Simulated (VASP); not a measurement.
Set up this calculation in VASP 6.6.1, as the native input.

```
Task                   : relaxation of cell and atoms
Functional             : PBE
Potentials or basis    : VASP PAW PBE potentials, release 64 (Ba_sv)
Cutoff                 : 600 eV
k mesh                 : 14 × 14 × 14
Occupations            : gaussian, width 0.1 eV
Spin                   : no spin polarisation
Dipole correction      : no
Further INCAR settings : ALGO = Fast; EDIFF = 1e-06; IBRION = 2; EDIFFG = -0.01; NSW = 100; ISIF = 3
```

The structure of Ba lies in POSCAR:

```
Ba
1.0
    3.9465746316      0.0000000000      0.0000000000
    0.0000000000      3.9465746316      0.0000000000
    0.0000000000      0.0000000000      3.9465746316
Ba
1
Direct
    0.0000000000      0.0000000000      0.0000000000
```

The input as run:

INCAR

```
  ALGO = Fast
  EDIFF = 1E-6
  EDIFFG = -0.01
  ENCUT = 600
  GGA = PE
  IBRION = 2
  ISIF = 3
  ISMEAR = 0
  LASPH = T
  LCHARG = F
  LREAL = F
  LWAVE = F
  NELM = 60
  NSW = 100
  PREC = Accurate
  SIGMA = 0.1
```

KPOINTS

```
k-points
0
Gamma
  14 14 14
```

Potentials or basis: VASP PAW PBE potentials, release 64 (Ba_sv).

Launch:

```bash
$ cat potpaw_PBE.64/Ba_sv/POTCAR > POTCAR
$ mpirun -np 1 vasp_std > vasp.out
```

It gave:

```
Relaxed volume                         : 61.95 Å³/atom
Relaxed cell                           : a = 3.957 Å, b = 3.957 Å, c = 3.957 Å, α = 90.00°, β = 90.00°, γ = 90.00°
Space group after relaxing (to 0.05 Å) : Pm-3m (No. 221)
Energy gained by relaxing              : 0.3 meV/atom
Ionic steps                            : 2
Pressure after relaxing                : 0.0 GPa
Band gap on the k mesh                 : zero (band 5 reaches 1.66 eV, above the bottom of band 6 at 1.58 eV)
```

Caveat: spin-orbit coupling is left out, which moves the levels of the heavy elements.

Wall time 91 s on 1 thread of Intel(R) Xeon(R) Platinum 8259CL CPU @ 2.50GHz (Skylake/Cascade Lake), with other jobs on the host, peak memory 0.24 GiB.
